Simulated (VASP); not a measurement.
# ZrSi2 in VASP: single point with PBE

Aim: the single point of ZrSi2 with PBE.

Everything below comes from runs of VASP 6.6.1. Logs are shortened: lines on timing, memory, paths and dates and some standing lists are left out, and cuts for length are marked.

## 1. The cell of the first run

The cell holds a slab with vacuum, 12 atoms: a = 3.679 Å, b = 3.705 Å, c = 27.653 Å, α = 90.00°, β = 90.00°, γ = 90.00°.

## 2. Single point, PBE

INCAR reads:

```
  ALGO = Normal
  DIPOL = 0.5 0.5 0.494
  EDIFF = 1E-7
  ENCUT = 520
  GGA = PE
  IDIPOL = 3
  ISIF = 2
  ISMEAR = 0
  LASPH = T
  LCHARG = T
  LDIPOL = T
  LELF = T
  LREAL = F
  LVACPOTAV = T
  LVHAR = T
  LWAVE = F
  NBANDS = 52
  NELM = 100
  PREC = Accurate
  SIGMA = 0.1
```

KPOINTS reads:

```
k-points
0
Gamma
  9 9 1
```

POSCAR reads:

```
ZrSi2
1.0
    3.6790720094      0.0000000000      0.0000000000
    0.0000000000      3.7051806658      0.0000000000
    0.0000000000      0.0000000000     27.6533120996
Si Zr
8 4
Direct
    0.2500000000      0.5000000000      0.2712152516
    0.7500000000      0.0000000000      0.2715492717
    0.2500000000      0.0000000000      0.3766775401
    0.7500000000      0.0000000000      0.4334695344
    0.2500000000      0.0000000000      0.5385978028
    0.7500000000      0.5000000000      0.5389318229
    0.2500000000      0.5000000000      0.6440600913
    0.7500000000      0.5000000000      0.7008520856
    0.7500000000      0.5000000000      0.3487448774
    0.2500000000      0.5000000000      0.4614021972
    0.7500000000      0.0000000000      0.6161274286
    0.2500000000      0.0000000000      0.7287847484
```

Potentials or basis: VASP PAW PBE potentials, release 64 (Si, Zr_sv).

The run is started by

```sh
$ cat potpaw_PBE.64/Si/POTCAR potpaw_PBE.64/Zr_sv/POTCAR > POTCAR
$ mpirun -np 1 vasp_std > vasp.out
```

OUTCAR:

```text
EDIFF = 1E-7
   ENCUT = 520
   GGA = PE
   ISIF = 2
   ISMEAR = 0
   LASPH = T
   LREAL = F
   NELM = 100
   PREC = Accurate

 ion  position               nearest neighbor table
   1  0.250  0.500  0.271-   2 2.61   2 2.61   2 2.61   2 2.61   9 2.82   9 2.82
   2  0.750  0.000  0.272-   1 2.61   1 2.61   1 2.61   1 2.61   9 2.83   9 2.83
   3  0.250  0.000  0.377-   4 2.42   4 2.42   9 2.72   9 2.72   9 2.72   9 2.72  10 2.99  10 2.99

   4  0.750  0.000  0.433-   3 2.42   3 2.42  10 2.72  10 2.72  10 2.72  10 2.72   9 2.99   9 2.99

   5  0.250  0.000  0.539-   6 2.61   6 2.61   6 2.61   6 2.61  11 2.82  11 2.82  10 2.83  10 2.83

   6  0.750  0.500  0.539-   5 2.61   5 2.61   5 2.61   5 2.61  10 2.82  10 2.82  11 2.83  11 2.83

   7  0.250  0.500  0.644-   8 2.42   8 2.42  11 2.72  11 2.72  11 2.72  11 2.72  12 2.99  12 2.99

   8  0.750  0.500  0.701-   7 2.42   7 2.42  12 2.72  12 2.72  12 2.72  12 2.72  11 2.99  11 2.99

   9  0.750  0.500  0.349-   3 2.72   3 2.72   3 2.72   3 2.72   1 2.82   1 2.82   2 2.83   2 2.83
                             4 2.99   4 2.99  10 3.62  10 3.62
  10  0.250  0.500  0.461-   4 2.72   4 2.72   4 2.72   4 2.72   6 2.82   6 2.82   5 2.83   5 2.83
                             3 2.99   3 2.99   9 3.62   9 3.62
  11  0.750  0.000  0.616-   7 2.72   7 2.72   7 2.72   7 2.72   5 2.82   5 2.82   6 2.83   6 2.83
                             8 2.99   8 2.99  12 3.62  12 3.62
  12  0.250  0.000  0.729-   8 2.72   8 2.72   8 2.72   8 2.72   7 2.99   7 2.99  11 3.62  11 3.62

  LATTYP: Found a simple orthorhombic cell.
 ALAT       =     3.6790720094
 B/A-ratio  =     1.0070965331
 C/A-ratio  =     7.5163823999

  Lattice vectors:

 A1 = (   3.6790720094,   0.0000000000,   0.0000000000)
 A2 = (   0.0000000000,   3.7051806658,   0.0000000000)
 A3 = (   0.0000000000,   0.0000000000,  27.6533120996)

Analysis of symmetry for initial positions (statically):
=====================================================================
 Subroutine PRICEL returns:
 Original cell was already a primitive cell.

 Routine SETGRP: Setting up the symmetry group for a
 simple orthorhombic supercell.

 Subroutine GETGRP returns: Found  4 space group operations
 (whereof  2 operations were pure point group operations)
 out of a pool of  8 trial point group operations.

The static configuration has the point symmetry C_1h.
 The point group associated with its full space group is C_2v.

Analysis of symmetry for dynamics (positions and initial velocities):
=====================================================================
 Subroutine PRICEL returns:
 Original cell was already a primitive cell.

 Routine SETGRP: Setting up the symmetry group for a
 simple orthorhombic supercell.

 Subroutine GETGRP returns: Found  4 space group operations
 (whereof  2 operations were pure point group operations)
 out of a pool of  8 trial point group operations.

The dynamic configuration has the point symmetry C_1h.
 The point group associated with its full space group is C_2v.

 Subroutine INISYM returns: Found  4 space group operations
 (whereof  2 operations are pure point group operations),
 and found     1 'primitive' translations

----------------------------------------------------------------------------------------

                                     Primitive cell

  volume of cell :     376.9596

  direct lattice vectors                    reciprocal lattice vectors
     3.679072009  0.000000000  0.000000000     0.271807673  0.000000000  0.000000000
     0.000000000  3.705180666  0.000000000     0.000000000  0.269892372  0.000000000
     0.000000000  0.000000000 27.653312100     0.000000000  0.000000000  0.036162034

  length of vectors
     3.679072009  3.705180666 27.653312100     0.271807673  0.269892372  0.036162034

  position of ions in fractional coordinates (direct lattice)
     0.250000000  0.500000000  0.271215252
     0.750000000  0.000000000  0.271549272
     0.250000000  0.000000000  0.376677540
     0.750000000  0.000000000  0.433469534
     0.250000000  0.000000000  0.538597803
     0.750000000  0.500000000  0.538931823
     0.250000000  0.500000000  0.644060091
     0.750000000  0.500000000  0.700852086
     0.750000000  0.500000000  0.348744877
     0.250000000  0.500000000  0.461402197
     0.750000000  0.000000000  0.616127429
     0.250000000  0.000000000  0.728784748

  ion indices of the primitive-cell ions
   primitive index   ion index
                 1           1
                 2           2
                 3           3
                 4           4
                 5           5
                 6           6
                 7           7
                 8           8
                 9           9
                10          10
                11          11
                12          12

----------------------------------------------------------------------------------------

 KPOINTS: k-points

Automatic generation of k-mesh.
 Grid dimensions read from file:
 generate k-points for:    9    9    1

 Generating k-lattice:

  Cartesian coordinates                     Fractional coordinates (reciprocal lattice)
     0.030200853  0.000000000  0.000000000     0.111111111  0.000000000  0.000000000
     0.000000000  0.029988041  0.000000000     0.000000000  0.111111111  0.000000000
     0.000000000  0.000000000  0.036162034     0.000000000  0.000000000  1.000000000

  Length of vectors
     0.030200853  0.029988041  0.036162034

  Shift w.r.t. Gamma in fractional coordinates (k-lattice)
     0.000000000  0.000000000  0.000000000

 Subroutine IBZKPT returns following result:
 ===========================================

 Found     25 irreducible k-points:

 Following reciprocal coordinates:
            Coordinates               Weight
  0.000000  0.000000  0.000000      1.000000
  0.111111  0.000000  0.000000      2.000000
  0.222222  0.000000  0.000000      2.000000
  0.333333  0.000000  0.000000      2.000000
  0.444444  0.000000  0.000000      2.000000
  0.000000  0.111111  0.000000      2.000000
[... 16 lines left out ...]
  0.222222  0.444444  0.000000      4.000000
  0.333333  0.444444  0.000000      4.000000
   k-points           NKPTS =     25   k-points in BZ     NKDIM =     25   number of bands    NBANDS=     52
   number of dos      NEDOS =    301   number of ions     NIONS =     12
   total plane-waves  NPLWV = 164640
   dimension x,y,z NGX =    28 NGY =   28 NGZ =  210
   dimension x,y,z NGXF=    56 NGYF=   56 NGZF=  420
   ions per type =               8   4
   NGX,Y,Z   is equivalent  to a cutoff of  12.65, 12.56, 12.62 a.u.
   NGXF,Y,Z  is equivalent  to a cutoff of  25.30, 25.13, 25.25 a.u.
 SYSTEM =  unknown system
   PREC   = accura    normal or accurate (medium, high low for compatibility)
   ISTART =      0    job   : 0-new  1-cont  2-samecut
   ICHARG =      2    charge: 1-file 2-atom 10-const
   ISPIN  =      1    spin polarized calculation?
   LNONCOLLINEAR =      F non collinear calculations
   LSORBIT =      F    spin-orbit coupling
   LASPH  =      T    aspherical Exc in radial PAW
   ENCUT  =  520.0 eV  38.22 Ry    6.18 a.u.   6.84  6.89 51.42*2*pi/ulx,y,z
   NELM   =    100;   NELMIN=  2; NELMDL= -5     # of ELM steps
   EDIFF  = 0.1E-06   stopping-criterion for ELM
   LREAL  =      F    real-space projection
   EDIFFG = 0.1E-05   stopping-criterion for IOM
   NSW    =      0    number of steps for IOM
   IBRION =     -1    ionic relax: 0-MD 1-quasi-New 2-CG
   NFREE  =      0    steps in history (QN), initial steepest desc. (CG)
   ISIF   =      2    stress and relaxation
   ISYM   =      2    0-nonsym 1-usesym 2-fastsym
   POTIM  = 0.5000    time-step for ionic-motion
   TEBEG  =    0.0;   TEEND  =   0.0 temperature during run
   PSTRESS=    0.0 pullay stress
   NELECT =      80.0000    total number of electrons
   NUPDOWN=      -1.0000    fix difference up-down
   EMIN   =  10.00;   EMAX   =-10.00  energy-range for DOS
   EFERMI =   0.00;   METHOD = LEGACY
   ISMEAR =     0;   SIGMA  =   0.10  broadening in eV -4-tet -1-fermi 0-gaus
   EFERMI_NEDOS =   21; number of points for ismear=-14 and -15
   IALGO  =     38    algorithm
   IMIX   =      4    mixing-type and parameters
     AMIX     =   0.40;   BMIX     =  1.00
     AMIX_MAG =   1.60;   BMIX_MAG =  1.00
  volume/ion in A,a.u.               =      31.41       211.99
  Fermi-wavevector in a.u.,A,eV,Ry     =   0.976502  1.845322 12.973924  0.953557
  Thomas-Fermi vector in A             =   2.107126
   LORBIT       =      0    0 simple, 1 ext, 2 COOP (PROOUT), +10 PAW based schemes
   GGA     = PE    functional components
   LHFCALC =     F    Hartree Fock is set to
   AEXX    =    0.0000 exact exchange contribution
   IVDW    =     0    specifies the selected vdW correction
   LEPSILON=     F    determine dielectric tensor
   LRPA    =     F    only Hartree local field effects (RPA)
 non-spin polarized calculation
 Gauss-broadening in eV      SIGMA  =   0.10
  energy-cutoff  :      520.00
  volume of cell :      376.96
 maximum number of plane-waves:     10194
 NGX is ok and might be reduce to    28
   NGX = 13   NGY = 13   NGZ =103

 dipolmoment           0.000000      0.000000      0.000233 electrons x Angstroem

 number of electron      80.0000000 magnetization

 dipolmoment           0.000000      0.000000     -0.134880 electrons x Angstroem

 Free energy of the ion-electron system (eV)
  ---------------------------------------------------
  ext. energy  EPLUGINS =         0.00000000
  ---------------------------------------------------
  free energy    TOTEN  =       -81.76976444 eV

  energy without entropy =      -81.73250864  energy(sigma->0) =      -81.75113654

 E-fermi :   3.2987     XC(G=0):  -6.7481

 val. band max:        3.2884802203   @ k =   0.4444   0.0000   0.0000
 cond. band min:       3.3249267275   @ k =   0.0000   0.0000   0.0000
 fundamental gap:      0.0364465071
 Fermi energy:         3.2986544627

 k-point     1 :       0.0000    0.0000    0.0000
  band No.  band energies     occupation
      1     -46.0825      2.00000
      2     -45.3868      2.00000
      3     -45.3774      2.00000
      4     -45.2724      2.00000
      5     -24.3014      2.00000
      6     -24.0161      2.00000
[... 44 lines left out ...]
     51       5.7979      0.00000
     52       5.8692      0.00000

 k-point     2 :       0.1111    0.0000    0.0000
  band No.  band energies     occupation
      1     -46.0814      2.00000
      2     -45.3857      2.00000
      3     -45.3762      2.00000
      4     -45.2713      2.00000
      5     -24.2993      2.00000
      6     -24.0150      2.00000
[... 44 lines left out ...]
     51       5.7926      0.00000
     52       5.9972      0.00000

 k-point     3 :       0.2222    0.0000    0.0000
  band No.  band energies     occupation
      1     -46.0789      2.00000
      2     -45.3829      2.00000
      3     -45.3733      2.00000
      4     -45.2686      2.00000
      5     -24.2938      2.00000
      6     -24.0628      2.00000
[... 44 lines left out ...]
     51       5.7729      0.00000
     52       5.8063      0.00000
[... 1046 lines left out ...]
 k-point    23 :       0.2222    0.4444    0.0000
  band No.  band energies     occupation
      1     -46.0711      2.00000
      2     -45.3743      2.00000
      3     -45.3647      2.00000
      4     -45.2601      2.00000
      5     -24.2766      2.00000
      6     -24.1555      2.00000
[... 44 lines left out ...]
     51       6.2586      0.00000
     52       6.3950      0.00000

 k-point    24 :       0.3333    0.4444    0.0000
  band No.  band energies     occupation
      1     -46.0683      2.00000
      2     -45.3712      2.00000
      3     -45.3616      2.00000
      4     -45.2572      2.00000
      5     -24.2711      2.00000
      6     -24.1463      2.00000
[... 44 lines left out ...]
     51       6.5408      0.00000
     52       6.6869      0.00000

 [... further k-points ...]

------------------------ aborting loop because EDIFF is reached ----------------------------------------

  FORCE on cell =-STRESS in cart. coord.  units (eV):
  Direction    XX          YY          ZZ          XY          YZ          ZX
  --------------------------------------------------------------------------------------
  -------------------------------------------------------------------------------------
  Total       -2.9063096     -3.4501023     -0.7974395      0.0000000      0.0000000      0.0000000
  in kB      -12.3525785    -14.6638401     -3.3893271      0.0000000      0.0000000      0.0000000
  external PRESSURE =     -10.1352486 kB  Pullay stress =       0.0000000 kB

 VOLUME and BASIS-vectors are now :
 -----------------------------------------------------------------------------
  energy-cutoff  :      520.00
  volume of cell :      376.96
      direct lattice vectors                 reciprocal lattice vectors
     3.679072009  0.000000000  0.000000000     0.271807673  0.000000000  0.000000000
     0.000000000  3.705180666  0.000000000     0.000000000  0.269892372  0.000000000
     0.000000000  0.000000000 27.653312100     0.000000000  0.000000000  0.036162034

 POSITION                                       TOTAL-FORCE (eV/Angst)
 -----------------------------------------------------------------------------------
      0.91977      1.85259      7.50000         0.000000      0.000000     -0.179688
      2.75930      0.00000      7.50924         0.000000      0.000000     -0.248848
      0.91977      0.00000     10.41638         0.000000      0.000000     -0.375577
      2.75930      0.00000     11.98687         0.000000      0.000000     -0.022287
      0.91977      0.00000     14.89401         0.000000      0.000000      0.071076
      2.75930      1.85259     14.90325         0.000000      0.000000      0.030167
      0.91977      1.85259     17.81039         0.000000      0.000000      0.428599
      2.75930      1.85259     19.38088         0.000000      0.000000      0.966421
      2.75930      1.85259      9.64395         0.000000      0.000000      0.749553
      0.91977      1.85259     12.75930         0.000000      0.000000      0.012591
      2.75930      0.00000     17.03796         0.000000      0.000000     -0.082296
      0.91977      0.00000     20.15331         0.000000      0.000000     -1.349712
 -----------------------------------------------------------------------------------
    total drift:                                0.000000     -0.000000      0.000295

  FREE ENERGIE OF THE ION-ELECTRON SYSTEM (eV)
  ---------------------------------------------------
  free  energy   TOTEN  =       -81.7697644373 eV

  energy  without entropy=      -81.7325086441  energy(sigma->0) =      -81.75113654

 vacuum level on the upper side and lower side of the slab         6.734         8.527
```

Wall time 12 min (1 thread of Intel Xeon 6975P-C (Granite Rapids), shared host); peak memory 0.6 GiB.

What came out:

| Quantity | Value |
| --- | --- |
| Free energy | -81.7698 eV |
| Largest force | 1.350 eV/Å |
| Band gap on the k mesh | zero (bands 40 and 41 overlap by 0.88 eV) |

Forces in eV/Å, atoms in the order of the input:
```
Si   0.000  0.000 -0.180
Si   0.000  0.000 -0.249
Si   0.000  0.000 -0.376
Si   0.000  0.000 -0.022
Si   0.000  0.000  0.071
Si   0.000  0.000  0.030
Si   0.000  0.000  0.429
Si   0.000  0.000  0.966
Zr   0.000  0.000  0.750
Zr   0.000  0.000  0.013
Zr   0.000  0.000 -0.082
Zr   0.000  0.000 -1.350
```

Levels at points of the mesh, in eV from the Fermi level:
```
           k point  band 36  band 37  band 38  band 39  band 40  band 41  band 42  band 43  band 44  band 45
(0.00, 0.00, 0.00)    -1.61    -1.54    -1.32    -0.43     0.03     0.37     1.07     1.25     1.49     1.56
```

The gap in the log of VASP goes by the Fermi energy; the results here count the filled bands.